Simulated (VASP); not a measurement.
# ZnO (P6_3mc) in VASP: notebook

Runs on ZnO. Level: PBE. Tasks: single point.

All numbers are computed with VASP 6.6.1; they aren't measurements. Logs are shortened: lines on timing, memory, paths and dates and some standing lists are left out, and cuts for length are marked.

### Step 1. The cell of the first run

Symmetry: P6_3mc, No. 186, hexagonal system. The conventional cell has a = 3.411 Å, b = 3.411 Å, c = 5.293 Å, α = 90.00°, β = 90.00°, γ = 120.00°. Within 2.7 Å of Zn (site symmetry 3m) lie 4 O at 2.01 to 2.07 Å. Within 2.7 Å of O (site symmetry 3m) lie 4 Zn at 2.01 to 2.07 Å.

### Step 2. Single point, PBE (strain +0.040 along x and y, +0.000 along z)

File INCAR:

```
SYSTEM = ZnO
PREC = Accurate
ENCUT = 520
EDIFF = 1E-6
ISMEAR = 0
SIGMA = 0.05
LREAL = .False.
LASPH = .True.
NELM = 60
ALGO = Normal
ISIF = 2
LWAVE = .False.
LCHARG = .False.
GGA = PE
NBANDS = 26
```

File KPOINTS:

```
regular mesh
0
Gamma
  12 12 6
  0 0 0
```

File POSCAR:

```
ZnO
1.0
    3.4106543340      0.0000000000      0.0000000000
   -1.7053271670      2.9537132968      0.0000000000
    0.0000000000      0.0000000000      5.2931304626
Zn O
2 2
Direct
    0.3333333333      0.6666666667      0.0015026881
    0.6666666667      0.3333333333      0.5015026881
    0.3333333333      0.6666666667      0.3805973119
    0.6666666667      0.3333333333      0.8805973119
```

Potentials or basis: VASP PAW PBE potentials, release 64 (Zn, O).

The run is started by

```sh
$ cat potpaw_PBE.64/Zn/POTCAR potpaw_PBE.64/O/POTCAR > POTCAR
$ mpirun -np 1 vasp_std > vasp.out
```

OUTCAR:

```text
SYSTEM = ZnO
   PREC = Accurate
   ENCUT = 520
   EDIFF = 1E-6
   ISMEAR = 0
   LREAL = .False.
   LASPH = .True.
   NELM = 60
   ISIF = 2
   GGA = PE

 ion  position               nearest neighbor table
   1  0.333  0.667  0.002-   3 2.01   4 2.07   4 2.07   4 2.07
   2  0.667  0.333  0.502-   4 2.01   3 2.07   3 2.07   3 2.07
   3  0.333  0.667  0.381-   1 2.01   2 2.07   2 2.07   2 2.07
   4  0.667  0.333  0.881-   2 2.01   1 2.07   1 2.07   1 2.07

  LATTYP: Found a hexagonal cell.
 ALAT       =     3.4106543340
 C/A-ratio  =     1.5519398755

  Lattice vectors:

 A1 = (   3.4106543340,   0.0000000000,   0.0000000000)
 A2 = (  -1.7053271670,   2.9537132968,   0.0000000000)
 A3 = (   0.0000000000,   0.0000000000,   5.2931304626)

Analysis of symmetry for initial positions (statically):
=====================================================================
 Subroutine PRICEL returns:
 Original cell was already a primitive cell.

 Routine SETGRP: Setting up the symmetry group for a
 hexagonal supercell.

 Subroutine GETGRP returns: Found 12 space group operations
 (whereof  6 operations were pure point group operations)
 out of a pool of 24 trial point group operations.

The static configuration has the point symmetry C_3v.
 The point group associated with its full space group is C_6v.

Analysis of symmetry for dynamics (positions and initial velocities):
=====================================================================
 Subroutine PRICEL returns:
 Original cell was already a primitive cell.

 Routine SETGRP: Setting up the symmetry group for a
 hexagonal supercell.

 Subroutine GETGRP returns: Found 12 space group operations
 (whereof  6 operations were pure point group operations)
 out of a pool of 24 trial point group operations.

The dynamic configuration has the point symmetry C_3v.
 The point group associated with its full space group is C_6v.

 Subroutine INISYM returns: Found 12 space group operations
 (whereof  6 operations are pure point group operations),
 and found     1 'primitive' translations

----------------------------------------------------------------------------------------

                                     Primitive cell

  volume of cell :      53.3235

  direct lattice vectors                    reciprocal lattice vectors
     3.410654334  0.000000000  0.000000000     0.293198871  0.169278447  0.000000000
    -1.705327167  2.953713297  0.000000000     0.000000000  0.338556894  0.000000000
     0.000000000  0.000000000  5.293130463     0.000000000  0.000000000  0.188924117

  length of vectors
     3.410654334  3.410654334  5.293130463     0.338556894  0.338556894  0.188924117

  position of ions in fractional coordinates (direct lattice)
     0.333333333  0.666666667  0.001502688
     0.666666667  0.333333333  0.501502688
     0.333333333  0.666666667  0.380597312
     0.666666667  0.333333333  0.880597312

  ion indices of the primitive-cell ions
   primitive index   ion index
                 1           1
                 2           2
                 3           3
                 4           4

----------------------------------------------------------------------------------------

 KPOINTS: regular mesh

Automatic generation of k-mesh.
 Grid dimensions read from file:
 generate k-points for:   12   12    6

 Generating k-lattice:

  Cartesian coordinates                     Fractional coordinates (reciprocal lattice)
     0.024433239  0.014106537  0.000000000     0.083333333  0.000000000  0.000000000
     0.000000000  0.028213075  0.000000000     0.000000000  0.083333333  0.000000000
     0.000000000  0.000000000  0.031487353     0.000000000  0.000000000  0.166666667

  Length of vectors
     0.028213075  0.028213075  0.031487353

  Shift w.r.t. Gamma in fractional coordinates (k-lattice)
     0.000000000  0.000000000  0.000000000

 Subroutine IBZKPT returns following result:
 ===========================================

 Found     76 irreducible k-points:

 Following reciprocal coordinates:
            Coordinates               Weight
  0.000000  0.000000  0.000000      1.000000
  0.083333  0.000000  0.000000      6.000000
  0.166667  0.000000  0.000000      6.000000
  0.250000  0.000000  0.000000      6.000000
  0.333333  0.000000  0.000000      6.000000
  0.416667  0.000000  0.000000      6.000000
[... 16 lines left out ...]
  0.250000  0.000000  0.166667     12.000000
  0.333333  0.000000  0.166667     12.000000
 [... further k-points ...]
   k-points           NKPTS =     76   k-points in BZ     NKDIM =     76   number of bands    NBANDS=     26
   number of dos      NEDOS =    301   number of ions     NIONS =      4
   total plane-waves  NPLWV =  31360
   dimension x,y,z NGX =    28 NGY =   28 NGZ =   40
   dimension x,y,z NGXF=    56 NGYF=   56 NGZF=   80
   ions per type =               2   2
   NGX,Y,Z   is equivalent  to a cutoff of  13.65, 13.65, 12.56 a.u.
   NGXF,Y,Z  is equivalent  to a cutoff of  27.30, 27.30, 25.13 a.u.
 SYSTEM =  ZnO
   PREC   = accura    normal or accurate (medium, high low for compatibility)
   ISTART =      0    job   : 0-new  1-cont  2-samecut
   ICHARG =      2    charge: 1-file 2-atom 10-const
   ISPIN  =      1    spin polarized calculation?
   LNONCOLLINEAR =      F non collinear calculations
   LSORBIT =      F    spin-orbit coupling
   LASPH  =      T    aspherical Exc in radial PAW
   ENCUT  =  520.0 eV  38.22 Ry    6.18 a.u.   6.34  6.34  9.84*2*pi/ulx,y,z
   NELM   =     60;   NELMIN=  2; NELMDL= -5     # of ELM steps
   EDIFF  = 0.1E-05   stopping-criterion for ELM
   LREAL  =      F    real-space projection
   EDIFFG = 0.1E-04   stopping-criterion for IOM
   NSW    =      0    number of steps for IOM
   IBRION =     -1    ionic relax: 0-MD 1-quasi-New 2-CG
   NFREE  =      0    steps in history (QN), initial steepest desc. (CG)
   ISIF   =      2    stress and relaxation
   ISYM   =      2    0-nonsym 1-usesym 2-fastsym
   POTIM  = 0.5000    time-step for ionic-motion
   TEBEG  =    0.0;   TEEND  =   0.0 temperature during run
   PSTRESS=    0.0 pullay stress
   NELECT =      36.0000    total number of electrons
   NUPDOWN=      -1.0000    fix difference up-down
   EMIN   =  10.00;   EMAX   =-10.00  energy-range for DOS
   EFERMI =   0.00;   METHOD = LEGACY
   ISMEAR =     0;   SIGMA  =   0.05  broadening in eV -4-tet -1-fermi 0-gaus
   EFERMI_NEDOS =   21; number of points for ismear=-14 and -15
   IALGO  =     38    algorithm
   IMIX   =      4    mixing-type and parameters
     AMIX     =   0.40;   BMIX     =  1.00
     AMIX_MAG =   1.60;   BMIX_MAG =  1.00
  volume/ion in A,a.u.               =      13.33        89.96
  Fermi-wavevector in a.u.,A,eV,Ry     =   1.436160  2.713949 28.062766  2.062555
  Thomas-Fermi vector in A             =   2.555379
   LORBIT       =      0    0 simple, 1 ext, 2 COOP (PROOUT), +10 PAW based schemes
   GGA     = PE    functional components
   LHFCALC =     F    Hartree Fock is set to
   AEXX    =    0.0000 exact exchange contribution
   IVDW    =     0    specifies the selected vdW correction
   LEPSILON=     F    determine dielectric tensor
   LRPA    =     F    only Hartree local field effects (RPA)
 non-spin polarized calculation
 Gauss-broadening in eV      SIGMA  =   0.05
  energy-cutoff  :      520.00
  volume of cell :       53.32
 maximum number of plane-waves:      1452
 NGX is ok and might be reduce to    28
   NGX = 13   NGY = 13   NGZ = 19

 number of electron      36.0000013 magnetization

 Free energy of the ion-electron system (eV)
  ---------------------------------------------------
  ext. energy  EPLUGINS =         0.00000000
  ---------------------------------------------------
  free energy    TOTEN  =       -17.74147297 eV

  energy without entropy =      -17.74147297  energy(sigma->0) =      -17.74147297

 E-fermi :   0.4764     XC(G=0): -10.3170

 val. band max:        0.2339486676   @ k =   0.0000   0.0000   0.0000
 cond. band min:       0.8667520110   @ k =   0.0000   0.0000   0.0000
 fundamental gap:      0.6328033434
 Fermi energy:         0.4763567208

 k-point     1 :       0.0000    0.0000    0.0000
  band No.  band energies     occupation
      1     -17.0071      2.00000
      2     -16.3962      2.00000
      3      -4.9668      2.00000
      4      -4.9668      2.00000
      5      -4.9557      2.00000
      6      -4.7916      2.00000
[... 18 lines left out ...]
     25      13.4018      0.00000
     26      14.2414      0.00000

 k-point     2 :       0.0833    0.0000    0.0000
  band No.  band energies     occupation
      1     -16.9781      2.00000
      2     -16.3854      2.00000
      3      -5.0001      2.00000
      4      -4.9499      2.00000
      5      -4.9287      2.00000
      6      -4.7922      2.00000
[... 18 lines left out ...]
     25      13.4783      0.00000
     26      14.2575      0.00000

 k-point     3 :       0.1667    0.0000    0.0000
  band No.  band energies     occupation
      1     -16.8964      2.00000
      2     -16.3568      2.00000
      3      -5.0575      2.00000
      4      -4.9058      2.00000
      5      -4.8888      2.00000
      6      -4.7842      2.00000
[... 18 lines left out ...]
     25      13.5807      0.00000
     26      13.9047      0.00000

 k-point     4 :       0.2500    0.0000    0.0000
  band No.  band energies     occupation
      1     -16.7777      2.00000
      2     -16.3223      2.00000
      3      -5.1106      2.00000
      4      -4.8637      2.00000
      5      -4.8533      2.00000
      6      -4.7309      2.00000
[... 18 lines left out ...]
     25      12.9819      0.00000
     26      13.5070      0.00000
[... 496 lines left out ...]
      1     -16.8608      2.00000
      2     -16.3934      2.00000
      3      -5.0843      2.00000
      4      -4.9096      2.00000
      5      -4.8980      2.00000
      6      -4.8265      2.00000
[... 18 lines left out ...]
     25      13.1945      0.00000
     26      13.3910      0.00000

 k-point    23 :       0.2500    0.0000    0.1667
  band No.  band energies     occupation
      1     -16.7470      2.00000
      2     -16.3524      2.00000
      3      -5.1379      2.00000
      4      -4.9117      2.00000
      5      -4.8411      2.00000
      6      -4.7595      2.00000
[... 18 lines left out ...]
     25      12.8171      0.00000
     26      13.3714      0.00000

 k-point    24 :       0.3333    0.0000    0.1667
  band No.  band energies     occupation
      1     -16.6225      2.00000
      2     -16.3192      2.00000
      3      -5.1567      2.00000
      4      -4.9145      2.00000
      5      -4.7942      2.00000
      6      -4.6528      2.00000
[... 18 lines left out ...]
     25      12.8411      0.00000
     26      13.2893      0.00000

 [... further k-points ...]

------------------------ aborting loop because EDIFF is reached ----------------------------------------

  FORCE on cell =-STRESS in cart. coord.  units (eV):
  Direction    XX          YY          ZZ          XY          YZ          ZX
  --------------------------------------------------------------------------------------
  -------------------------------------------------------------------------------------
  Total       -3.2387728     -3.2387728     -1.1287964      0.0000000     -0.0000000      0.0000000
  in kB      -97.3133502    -97.3133502    -33.9162290      0.0000000     -0.0000000      0.0000000
  external PRESSURE =     -76.1809765 kB  Pullay stress =       0.0000000 kB

 VOLUME and BASIS-vectors are now :
 -----------------------------------------------------------------------------
  energy-cutoff  :      520.00
  volume of cell :       53.32
      direct lattice vectors                 reciprocal lattice vectors
     3.410654334  0.000000000  0.000000000     0.293198871  0.169278447  0.000000000
    -1.705327167  2.953713297  0.000000000     0.000000000  0.338556894  0.000000000
     0.000000000  0.000000000  5.293130463     0.000000000  0.000000000  0.188924117

 POSITION                                       TOTAL-FORCE (eV/Angst)
 -----------------------------------------------------------------------------------
     -0.00000      1.96914      0.00795         0.000000      0.000000     -0.211751
      1.70533      0.98457      2.65452         0.000000      0.000000     -0.211751
     -0.00000      1.96914      2.01455        -0.000000     -0.000000      0.211751
      1.70533      0.98457      4.66112        -0.000000      0.000000      0.211751
 -----------------------------------------------------------------------------------
    total drift:                               -0.000001     -0.000001     -0.001773

  FREE ENERGIE OF THE ION-ELECTRON SYSTEM (eV)
  ---------------------------------------------------
  free  energy   TOTEN  =       -17.7414729715 eV

  energy  without entropy=      -17.7414729715  energy(sigma->0) =      -17.74147297
```

Run time: 77 s. Hardware: 1 thread of Intel Xeon Platinum 8259CL at 2.50GHz (Skylake/Cascade Lake), shared host; peak memory 0.22 GiB.

Results:

```
Free energy            : -17.7415 eV
Pressure               : -7.6 GPa
Largest force          : 0.212 eV/Å
Band gap on the k mesh : 0.63 eV
```

Forces on the atoms (eV/Å):
```
Zn   0.000  0.000 -0.212
Zn   0.000  0.000 -0.212
O    0.000  0.000  0.212
O    0.000  0.000  0.212
```

Caveat: the cell differs from its parent crystal (strain +0.040 along x and y, +0.000 along z); the stress differs along the axes, from -10 to -3 GPa; semilocal functionals underestimate gaps, and a narrow one can read as zero.

### Step 3. Single point, PBE (strain +0.080 along x and y, -0.040 along z)

File INCAR:

```
PREC = Accurate
ENCUT = 520
EDIFF = 1E-6
ISMEAR = 0
SIGMA = 0.05
LREAL = False
LASPH = True
NELM = 60
ALGO = Normal
ISIF = 2
LWAVE = False
LCHARG = False
GGA = PE
NBANDS = 26
```

File KPOINTS:

```
regular mesh
0
Gamma
  12 12 6
```

File POSCAR:

```
ZnO
1.0
    3.5418333468      0.0000000000      0.0000000000
   -1.7709166734      3.0673176543      0.0000000000
    0.0000000000      0.0000000000      5.0814052441
Zn O
2 2
Direct
    0.3333333333      0.6666666667      0.0015026881
    0.6666666667      0.3333333333      0.5015026881
    0.3333333333      0.6666666667      0.3805973119
    0.6666666667      0.3333333333      0.8805973119
```

Potentials or basis: VASP PAW PBE potentials, release 64 (Zn, O).

The run is started by

```sh
$ cat potpaw_PBE.64/Zn/POTCAR potpaw_PBE.64/O/POTCAR > POTCAR
$ mpirun -np 1 vasp_std > vasp.out
```

Wall time 80 s (1 thread of Intel Xeon Platinum 8259CL at 2.50GHz (Skylake/Cascade Lake), shared host); peak memory 0.23 GiB.

The run converged. Its results:

```yaml
Free_energy: -17.4269 eV
Pressure: -8.7 GPa
Largest_force: 0.763 eV/Å
Band_gap_on_the_k_mesh: 0.56 eV
```

Forces on the atoms (eV/Å):
```
Zn   0.000  0.000 -0.763
Zn   0.000  0.000 -0.763
O    0.000  0.000  0.763
O    0.000  0.000  0.763
```

Stress tensor (GPa, compression positive):
```
-14.70   0.00   0.00
  0.00 -14.70   0.00
  0.00   0.00   3.22
```

Levels at points of the mesh, in eV from the valence-band top:
| k point | band 14 | band 15 | band 16 | band 17 | band 18 | band 19 | band 20 | band 21 | band 22 | band 23 |
| --- | --- | --- | --- | --- | --- | --- | --- | --- | --- | --- |
| (0.00, 0.00, 0.00) | -0.98 | -0.98 | -0.08 | -0.08 | 0.00 | 0.56 | 4.40 | 8.69 | 11.26 | 11.26 |
| (0.50, 0.00, 0.00) | -2.86 | -2.41 | -2.12 | -1.03 | -0.56 | 4.92 | 6.46 | 6.93 | 8.07 | 10.84 |
| (0.00, 0.00, 0.50) | -1.97 | -0.51 | -0.51 | -0.51 | -0.51 | 3.23 | 3.23 | 10.34 | 10.34 | 11.49 |
| (0.50, 0.00, 0.50) | -3.37 | -1.28 | -1.28 | -0.84 | -0.84 | 5.49 | 5.49 | 7.41 | 7.41 | 11.10 |

Caveat: the cell differs from its parent crystal (strain +0.080 along x and y, -0.040 along z); the stress differs along the axes, from -15 to 3 GPa; semilocal functionals underestimate gaps, and a narrow one can read as zero.
